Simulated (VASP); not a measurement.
# TiB: single point with LDA

The system is TiB.

```
Ti B
1.0
     0.00000    2.10100    2.10100
     2.10100    0.00000    2.10100
     2.10100    2.10100    0.00000
Ti B
1 1
Direct
  0.25000 0.25000 0.25000
  0.00000 0.00000 0.00000
```

```yaml
Program: VASP 6.6.1
Task: single point
Functional: LDA
Potentials_or_basis: VASP PAW LDA potentials, release 64 (Ti_sv, B)
Cutoff: 520 eV
k_mesh: 9 × 9 × 9
Occupations: fermi-dirac, width 0.05 eV
Spin: no spin polarisation
Dipole_correction: no
Further_INCAR_settings: ALGO = Normal; EDIFF = 1e-07; NBANDS = 14
```

```yaml
Pressure: 105.5 GPa
```

Levels at points of the mesh, in eV from the Fermi level:
| k point | band 6 | band 7 | band 8 | band 9 | band 10 | band 11 |
| --- | --- | --- | --- | --- | --- | --- |
| (0.00, 0.00, 0.00) | -1.99 | -1.99 | -1.99 | 3.16 | 3.16 | 12.33 |

It took 5.3 s on 1 thread of Intel(R) Xeon(R) Platinum 8488C (Sapphire Rapids), on a shared host, peak memory 0.13 GiB.
